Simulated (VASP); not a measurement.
# In (R-3m) in VASP: settings compared

In is run at these levels: PBEsol+D3(BJ), PBEsol+D4; tasks: single point.

Program: VASP 6.6.1. These are calculated values, not measurements. Logs are shortened: lines on timing, memory, paths and dates and some standing lists are left out, and cuts for length are marked.

## Step 1: The cell of the first run

The structure is trigonal, space group R-3m (No. 166). The conventional cell has a = 3.288 Å, b = 3.288 Å, c = 23.415 Å, α = 90.00°, β = 90.00°, γ = 120.00°. Within 4.2 Å of In (site symmetry 3m) lie 12 In at 3.21 to 3.29 Å. Within 4.2 Å of In (site symmetry -3m) lie 12 In at 3.23 to 3.29 Å.

## Step 2: Single point, PBEsol+D3(BJ)

INCAR

```
SYSTEM = In
  PREC = Accurate
  ENCUT = 520
  EDIFF = 1E-6
  ISMEAR = -1
  SIGMA = 0.05
  LREAL = .False.
  LASPH = .True.
  NELM = 80
  ALGO = Fast
  ISIF = 2
  LWAVE = .False.
  LCHARG = .False.
  GGA = PS
  IVDW = 12
  NBANDS = 26
```

KPOINTS

```
Automatic mesh
0
Gamma
  9 9 9
  0 0 0
```

POSCAR

```
In
1.0
    1.6441091115      0.9492268381      7.8051259626
   -1.6441091115      0.9492268381      7.8051259626
    0.0000000000     -1.8984536762      7.8051259626
In
3
Direct
    0.2218962204      0.2218962204      0.2218962204
    0.7781037796      0.7781037796      0.7781037796
    0.0000000000      0.0000000000      0.0000000000
```

Potentials or basis: VASP PAW PBE potentials, release 64 (In_d).

Run with:

```sh
> cat potpaw_PBE.64/In_d/POTCAR > POTCAR
> mpirun -np 1 vasp_std > vasp.out
```

OUTCAR:

```text
SYSTEM = In
   PREC = Accurate
   ENCUT = 520
   EDIFF = 1E-6
   ISMEAR = -1
   LREAL = .False.
   LASPH = .True.
   NELM = 80
   ISIF = 2
   GGA = PS
   IVDW = 12
 IVDW          = 12

 ion  position               nearest neighbor table
   1  0.222  0.222  0.222-   2 3.21   2 3.21   2 3.21   3 3.23   3 3.23   3 3.23
   2  0.778  0.778  0.778-   1 3.21   1 3.21   1 3.21   3 3.23   3 3.23   3 3.23
   3  0.000  0.000  0.000-   2 3.23   1 3.23   2 3.23   2 3.23   1 3.23   1 3.23

  LATTYP: Found a trigonal (rhomboedric) cell.
 ALAT       =     8.0326905612
 COS(alpha) =     0.9162144367

  Lattice vectors:

 A1 = (   1.6441091115,   0.9492268381,   7.8051259626)
 A2 = (  -1.6441091115,   0.9492268381,   7.8051259626)
 A3 = (   0.0000000000,  -1.8984536762,   7.8051259626)

Analysis of symmetry for initial positions (statically):
=====================================================================
 Subroutine PRICEL returns:
 Original cell was already a primitive cell.

 Routine SETGRP: Setting up the symmetry group for a
 trigonal (rhombohedral) supercell.

 Subroutine GETGRP returns: Found 12 space group operations
 (whereof 12 operations were pure point group operations)
 out of a pool of 12 trial point group operations.

The static configuration has the point symmetry D_3d.

Analysis of symmetry for dynamics (positions and initial velocities):
=====================================================================
 Subroutine PRICEL returns:
 Original cell was already a primitive cell.

 Routine SETGRP: Setting up the symmetry group for a
 trigonal (rhombohedral) supercell.

 Subroutine GETGRP returns: Found 12 space group operations
 (whereof 12 operations were pure point group operations)
 out of a pool of 12 trial point group operations.

The dynamic configuration has the point symmetry D_3d.

 Subroutine INISYM returns: Found 12 space group operations
 (whereof 12 operations are pure point group operations),
 and found     1 'primitive' translations

----------------------------------------------------------------------------------------

                                     Primitive cell

  volume of cell :      73.0856

  direct lattice vectors                    reciprocal lattice vectors
     1.644109111  0.949226838  7.805125963     0.304116069  0.175581494  0.042706977
    -1.644109111  0.949226838  7.805125963    -0.304116069  0.175581494  0.042706977
     0.000000000 -1.898453676  7.805125963     0.000000000 -0.351162989  0.042706977

  length of vectors
     8.032690561  8.032690561  8.032690561     0.353750379  0.353750379  0.353750379

  position of ions in fractional coordinates (direct lattice)
     0.221896220  0.221896220  0.221896220
     0.778103780  0.778103780  0.778103780
     0.000000000  0.000000000  0.000000000

  ion indices of the primitive-cell ions
   primitive index   ion index
                 1           1
                 2           2
                 3           3

----------------------------------------------------------------------------------------

 KPOINTS: Automatic mesh

Automatic generation of k-mesh.
 Grid dimensions read from file:
 generate k-points for:    9    9    9

 Generating k-lattice:

  Cartesian coordinates                     Fractional coordinates (reciprocal lattice)
     0.033790674  0.019509055  0.004745220     0.111111111  0.000000000  0.000000000
    -0.033790674  0.019509055  0.004745220     0.000000000  0.111111111  0.000000000
     0.000000000 -0.039018110  0.004745220     0.000000000  0.000000000  0.111111111

  Length of vectors
     0.039305598  0.039305598  0.039305598

  Shift w.r.t. Gamma in fractional coordinates (k-lattice)
     0.000000000  0.000000000  0.000000000

 Subroutine IBZKPT returns following result:
 ===========================================

 Found     85 irreducible k-points:

 Following reciprocal coordinates:
            Coordinates               Weight
  0.000000  0.000000  0.000000      1.000000
  0.111111 -0.000000 -0.000000      6.000000
  0.222222 -0.000000 -0.000000      6.000000
  0.333333 -0.000000 -0.000000      6.000000
  0.444444 -0.000000 -0.000000      6.000000
  0.111111  0.111111 -0.000000      6.000000
[... 16 lines left out ...]
 -0.333333  0.333333  0.000000      6.000000
  0.444444  0.444444  0.000000      6.000000
 [... further k-points ...]
   k-points           NKPTS =     85   k-points in BZ     NKDIM =     85   number of bands    NBANDS=     26
   number of dos      NEDOS =    301   number of ions     NIONS =      3
   total plane-waves  NPLWV = 216000
   dimension x,y,z NGX =    60 NGY =   60 NGZ =   60
   dimension x,y,z NGXF=   120 NGYF=  120 NGZF=  120
   ions per type =               3
   NGX,Y,Z   is equivalent  to a cutoff of  12.42, 12.42, 12.42 a.u.
   NGXF,Y,Z  is equivalent  to a cutoff of  24.84, 24.84, 24.84 a.u.
 SYSTEM =  In
   PREC   = accura    normal or accurate (medium, high low for compatibility)
   ISTART =      0    job   : 0-new  1-cont  2-samecut
   ICHARG =      2    charge: 1-file 2-atom 10-const
   ISPIN  =      1    spin polarized calculation?
   LNONCOLLINEAR =      F non collinear calculations
   LSORBIT =      F    spin-orbit coupling
   LASPH  =      T    aspherical Exc in radial PAW
   ENCUT  =  520.0 eV  38.22 Ry    6.18 a.u.  14.94 14.94 14.94*2*pi/ulx,y,z
   NELM   =     80;   NELMIN=  2; NELMDL= -5     # of ELM steps
   EDIFF  = 0.1E-05   stopping-criterion for ELM
   LREAL  =      F    real-space projection
   EDIFFG = 0.1E-04   stopping-criterion for IOM
   NSW    =      0    number of steps for IOM
   IBRION =     -1    ionic relax: 0-MD 1-quasi-New 2-CG
   NFREE  =      0    steps in history (QN), initial steepest desc. (CG)
   ISIF   =      2    stress and relaxation
   ISYM   =      2    0-nonsym 1-usesym 2-fastsym
   POTIM  = 0.5000    time-step for ionic-motion
   TEBEG  =    0.0;   TEEND  =   0.0 temperature during run
   PSTRESS=    0.0 pullay stress
   NELECT =      39.0000    total number of electrons
   NUPDOWN=      -1.0000    fix difference up-down
   EMIN   =  10.00;   EMAX   =-10.00  energy-range for DOS
   EFERMI =   0.00;   METHOD = LEGACY
   ISMEAR =    -1;   SIGMA  =   0.05  broadening in eV -4-tet -1-fermi 0-gaus
   EFERMI_NEDOS =   21; number of points for ismear=-14 and -15
   IALGO  =     68    algorithm
   IMIX   =      4    mixing-type and parameters
     AMIX     =   0.40;   BMIX     =  1.00
     AMIX_MAG =   1.60;   BMIX_MAG =  1.00
  volume/ion in A,a.u.               =      24.36       164.40
  Fermi-wavevector in a.u.,A,eV,Ry     =   1.327860  2.509292 23.989974  1.763213
  Thomas-Fermi vector in A             =   2.457141
   LORBIT       =      0    0 simple, 1 ext, 2 COOP (PROOUT), +10 PAW based schemes
   GGA     = PS    functional components
   LHFCALC =     F    Hartree Fock is set to
   AEXX    =    0.0000 exact exchange contribution
   IVDW    =    12    specifies the selected vdW correction
   LEPSILON=     F    determine dielectric tensor
   LRPA    =     F    only Hartree local field effects (RPA)
 non-spin polarized calculation
 RMM-DIIS sequential band-by-band and
  energy-cutoff  :      520.00
  volume of cell :       73.09
 maximum number of plane-waves:      1984
   NGX = 29   NGY = 29   NGZ = 29

 number of electron      38.9999997 magnetization

 Free energy of the ion-electron system (eV)
  ---------------------------------------------------
  ext. energy  EPLUGINS =         0.00000000
  ---------------------------------------------------
  free energy    TOTEN  =        -8.89160962 eV

  energy without entropy =       -8.87992273  energy(sigma->0) =       -8.88576617

 E-fermi :   8.1930     XC(G=0): -10.7494

 val. band max:        8.1754215608   @ k =  -0.3333   0.4444   0.2222
 cond. band min:       8.2028581143   @ k =  -0.3333   0.2222   0.0000
 fundamental gap:      0.0274365534
 Fermi energy:         8.1929684532

 k-point     1 :       0.0000    0.0000    0.0000
  band No.  band energies     occupation
      1      -6.5006      2.00000
      2      -6.4850      2.00000
      3      -6.4437      2.00000
      4      -6.4437      2.00000
      5      -6.4023      2.00000
      6      -6.3926      2.00000
[... 18 lines left out ...]
     25      18.7699      0.00000
     26      18.8257      0.00000

 k-point     2 :       0.1111   -0.0000   -0.0000
  band No.  band energies     occupation
      1      -6.4978      2.00000
      2      -6.4866      2.00000
      3      -6.4469      2.00000
      4      -6.4147      2.00000
      5      -6.4145      2.00000
      6      -6.3774      2.00000
[... 18 lines left out ...]
     25      17.4641      0.00000
     26      18.0703      0.00000

 k-point     3 :       0.2222   -0.0000   -0.0000
  band No.  band energies     occupation
      1      -6.5519      2.00000
      2      -6.5178      2.00000
      3      -6.4400      2.00000
      4      -6.4100      2.00000
      5      -6.3945      2.00000
      6      -6.3814      2.00000
[... 18 lines left out ...]
     25      14.9184      0.00000
     26      16.7745      0.00000

 k-point     4 :       0.3333   -0.0000   -0.0000
  band No.  band energies     occupation
      1      -6.6087      2.00000
      2      -6.5672      2.00000
      3      -6.5028      2.00000
      4      -6.4479      2.00000
      5      -6.4267      2.00000
      6      -6.4248      2.00000
[... 18 lines left out ...]
     25      13.7182      0.00000
     26      15.5166      0.00000
[... 496 lines left out ...]
      1      -6.5754      2.00000
      2      -6.5290      2.00000
      3      -6.4935      2.00000
      4      -6.4455      2.00000
      5      -6.3987      2.00000
      6      -6.3674      2.00000
[... 18 lines left out ...]
     25      11.1336      0.00000
     26      13.0491      0.00000

 k-point    23 :      -0.3333    0.3333    0.0000
  band No.  band energies     occupation
      1      -6.5773      2.00000
      2      -6.5010      2.00000
      3      -6.4924      2.00000
      4      -6.4045      2.00000
      5      -6.3901      2.00000
      6      -6.3015      2.00000
[... 18 lines left out ...]
     25      12.1655      0.00000
     26      13.2100      0.00000

 k-point    24 :       0.4444    0.4444    0.0000
  band No.  band energies     occupation
      1      -6.6749      2.00000
      2      -6.5936      2.00000
      3      -6.5046      2.00000
      4      -6.4914      2.00000
      5      -6.4522      2.00000
      6      -6.3951      2.00000
[... 18 lines left out ...]
     25      14.9526      0.00000
     26      15.3599      0.00000

 [... further k-points ...]

------------------------ aborting loop because EDIFF is reached ----------------------------------------

 Edisp (eV)   -1.15775

 E8    (eV) :    -0.8385

  FORCE on cell =-STRESS in cart. coord.  units (eV):
  Direction    XX          YY          ZZ          XY          YZ          ZX
  --------------------------------------------------------------------------------------
  -------------------------------------------------------------------------------------
  Total      -0.02659    -0.02659    -0.01829     0.00000     0.00000     0.00000
  in kB      -0.58285    -0.58285    -0.40086     0.00000     0.00000     0.00000
  external pressure =       -0.52 kB  Pullay stress =        0.00 kB

 VOLUME and BASIS-vectors are now :
 -----------------------------------------------------------------------------
  energy-cutoff  :      520.00
  volume of cell :       73.09
      direct lattice vectors                 reciprocal lattice vectors
     1.644109111  0.949226838  7.805125963     0.304116069  0.175581494  0.042706977
    -1.644109111  0.949226838  7.805125963    -0.304116069  0.175581494  0.042706977
     0.000000000 -1.898453676  7.805125963     0.000000000 -0.351162989  0.042706977

 POSITION                                       TOTAL-FORCE (eV/Angst)
 -----------------------------------------------------------------------------------
      0.00000      0.00000      5.19578         0.000000      0.000000     -0.003472
      0.00000      0.00000     18.21959         0.000000      0.000000      0.003472
      0.00000      0.00000      0.00000         0.000000     -0.000000      0.000000
 -----------------------------------------------------------------------------------
    total drift:                               -0.000000      0.000000     -0.000000

  FREE ENERGIE OF THE ION-ELECTRON SYSTEM (eV)
  ---------------------------------------------------
  free  energy   TOTEN  =       -10.0493632759 eV

  energy  without entropy=      -10.0376763780  energy(sigma->0) =      -10.04351983
```

Wall time 31 min (1 thread of Intel Xeon Platinum 8259CL at 2.50GHz (Skylake/Cascade Lake), shared host); peak memory 0.49 GiB.

What came out:

* Free energy: -10.0494 eV
* Pressure: -0.1 GPa
* Largest force: 0.003 eV/Å
* Band gap on the k mesh: zero (an odd number of electrons rules out a gap without spin polarisation)
* Dispersion energy per atom: -0.386 eV

Forces on the atoms (eV/Å):
```
In   0.000  0.000 -0.003
In   0.000  0.000  0.003
In   0.000  0.000  0.000
```

Caveat: the PAW data sets were made with another functional, which shifts forces and pressure a little; spin-orbit coupling is left out, which moves the levels of the heavy elements.

## Step 3: Single point, PBEsol+D3(BJ)

This run uses another cell than the first one, of 24.48 Å³/atom.

INCAR

```
SYSTEM = In
PREC = Accurate ; ENCUT = 520
EDIFF = 1E-7 ; ISMEAR = -1
SIGMA = 0.05 ; LREAL = .FALSE.
LASPH = .TRUE. ; NELM = 100
ALGO = Fast ; ISIF = 2
LWAVE = .FALSE. ; LCHARG = .FALSE.
GGA = PS ; IVDW = 12
NBANDS = 26
```

KPOINTS

```
Automatic mesh
0
G
  9 9 9
  0 0 0
```

POSCAR

```
In
1.0
    1.6472485705      0.9510394056      7.8118241424
   -1.6472485705      0.9510394056      7.8118241424
    0.0000000000     -1.9020788112      7.8118241424
In
3
Direct
    0.2218579922      0.2218579922      0.2218579922
    0.7781420078      0.7781420078      0.7781420078
    0.0000000000      0.0000000000      0.0000000000
```

Potentials or basis: VASP PAW PBE potentials, release 64 (In_d).

Run with:

```sh
> cat potpaw_PBE.64/In_d/POTCAR > POTCAR
> mpirun -np 1 vasp_std > vasp.out
```

Wall time 29 min (1 thread of Intel Xeon Platinum 8259CL at 2.50GHz (Skylake/Cascade Lake), shared host); peak memory 0.48 GiB.

The run converged. Its results:

```yaml
Free_energy: -10.0492 eV
Pressure: -0.3 GPa
Band_gap_on_the_k_mesh: zero (an odd number of electrons rules out a gap without spin polarisation)
Dispersion_energy_per_atom: -0.384 eV
```

Levels at points of the mesh, in eV from the Fermi level:
```tsv
k point	band 15	band 16	band 17	band 18	band 19	band 20	band 21	band 22	band 23	band 24
(0.00, 0.00, 0.00)	-14.28	-10.04	-7.30	-7.27	1.00	1.04	8.85	8.85	8.94	8.94
```

Caveat: three body term missing; the PAW data sets were made with another functional, which shifts forces and pressure a little; spin-orbit coupling is left out, which moves the levels of the heavy elements.

## Step 4: Single point, PBEsol+D4

This run uses another cell than the first one, of 24.94 Å³/atom.

INCAR

```
SYSTEM = In
  ALGO = Fast
  EDIFF = 1E-6
  ENCUT = 520
  GGA = PS
  ISIF = 2
  ISMEAR = -1
  IVDW = 13
  LASPH = .True.
  LCHARG = .True.
  LELF = .True.
  LREAL = .False.
  LVHAR = .True.
  LWAVE = .False.
  NBANDS = 26
  NELM = 80
  PREC = Accurate
  SIGMA = 0.05
```

KPOINTS

```
k-points
0
Gamma
  9 9 9
  0 0 0
```

POSCAR

```
In
1.0
    1.6571799250      0.9567732758      7.8658319745
   -1.6571799250      0.9567732758      7.8658319745
    0.0000000000     -1.9135465516      7.8658319745
In
3
Direct
    0.2217875055      0.2217875055      0.2217875055
    0.7782124945      0.7782124945      0.7782124945
    0.0000000000      0.0000000000      0.0000000000
```

Run with:

```sh
> cat potpaw_PBE.64/In_d/POTCAR > POTCAR
> mpirun -np 1 vasp_std > vasp.out
```

Wall time 25 min (1 thread of Intel Xeon Platinum 8259CL at 2.50GHz (Skylake/Cascade Lake), shared host); peak memory 0.52 GiB.

The run converged. Its results:

- Free energy: -9.5740 eV
- Pressure: -0.2 GPa
- Band gap on the k mesh: zero (an odd number of electrons rules out a gap without spin polarisation)
- Dispersion energy per atom: -0.220 eV

Levels at points of the mesh, in eV from the Fermi level:
```
           k point  band 15  band 16  band 17  band 18  band 19  band 20  band 21  band 22  band 23  band 24
(0.00, 0.00, 0.00)   -14.27    -9.90    -7.21    -7.17     0.97     1.02     8.72     8.72     8.82     8.82
```

Caveat: the PAW data sets were made with another functional, which shifts forces and pressure a little; spin-orbit coupling is left out, which moves the levels of the heavy elements.

## Step 5: Single point, PBEsol+D3(BJ)

This run uses another cell than the first one, of 26.42 Å³/atom.

INCAR

```
SYSTEM = In
ALGO = Fast ; EDIFF = 1E-6
ENCUT = 520 ; GGA = PS
ISIF = 2 ; ISMEAR = -1
IVDW = 12 ; LASPH = .True.
LCHARG = .False. ; LREAL = .False.
LWAVE = .False. ; NBANDS = 26
NELM = 100 ; PREC = Accurate
SIGMA = 0.05
```

KPOINTS is that of step 4.

POSCAR

```
In
1.0
    1.6696368166      0.9639652655      8.2074632500
   -1.6696368166      0.9639652655      8.2074632500
    0.0000000000     -1.9279305310      8.2074632500
In
3
Direct
    0.2219877600      0.2219877600      0.2219877600
    0.7780122400      0.7780122400      0.7780122400
    0.0000000000      0.0000000000      0.0000000000
```

Run with:

```sh
> cat potpaw_PBE.64/In_d/POTCAR > POTCAR
> mpirun -np 1 vasp_std > vasp.out
```

Run time: 29 min. Hardware: 1 thread of Intel Xeon Platinum 8259CL at 2.50GHz (Skylake/Cascade Lake), shared host; peak memory 0.57 GiB.

Results (log left out):

- Free energy: -9.9764 eV
- Pressure: -3.3 GPa
- Largest force: 0.023 eV/Å
- Band gap on the k mesh: zero (an odd number of electrons rules out a gap without spin polarisation)
- Dispersion energy per atom: -0.355 eV

Forces on the atoms (eV/Å):
```
In   0.000  0.000 -0.023
In   0.000  0.000  0.023
In   0.000  0.000  0.000
```

Stress tensor (GPa, compression positive):
```
-3.10  0.00  0.00
 0.00 -3.10  0.00
 0.00  0.00 -3.66
```

Levels at points of the mesh, in eV from the Fermi level:
```csv
k point,band 17,band 18,band 19,band 20,band 21,band 22
"(0.00, 0.00, 0.00)",-7.04,-7.02,0.49,0.51,8.74,8.74
```

Caveat: three body term missing; the cell stands under tension; the PAW data sets were made with another functional, which shifts forces and pressure a little; spin-orbit coupling is left out, which moves the levels of the heavy elements.

## Step 6: Summary

| level | cell | further INCAR settings | gap on the mesh (eV) | pressure (GPa) |
| --- | --- | --- | --- | --- |
| PBEsol+D3(BJ) | a = 8.033 Å, angles 23.6°, 3 atoms, atomic positions A | ALGO = Fast; EDIFF = 1e-06; NBANDS = 26 | none | -0.1 |
| PBEsol+D3(BJ) | a = 8.040 Å, angles 23.6°, 3 atoms, atomic positions B | ALGO = Fast; EDIFF = 1e-07; NBANDS = 26 | none | -0.3 |
| PBEsol+D4 | a = 8.095 Å, angles 23.6°, 3 atoms, atomic positions C | ALGO = Fast; EDIFF = 1e-06; NBANDS = 26 | none | -0.2 |
| PBEsol+D3(BJ) | a = 8.431 Å, angles 22.8°, 3 atoms, atomic positions D | ALGO = Fast; EDIFF = 1e-06; NBANDS = 26 | none | -3.3 |

Alike in all rows: task single point; potentials or basis VASP PAW PBE potentials, release 64 (In_d); no spin polarisation; k mesh 9 × 9 × 9; cutoff (eV) 520; smearing fermi-dirac 0.05 eV.

Caveats: the PAW data sets were made with another functional, which shifts forces and pressure a little; spin-orbit coupling is left out, which moves the levels of the heavy elements; three body term missing (at least some runs); the cell stands under tension (at least some runs).

Absolute energies hang on the potentials; compare differences alone.

The gap in the log of VASP goes by the Fermi energy; the results here count the filled bands.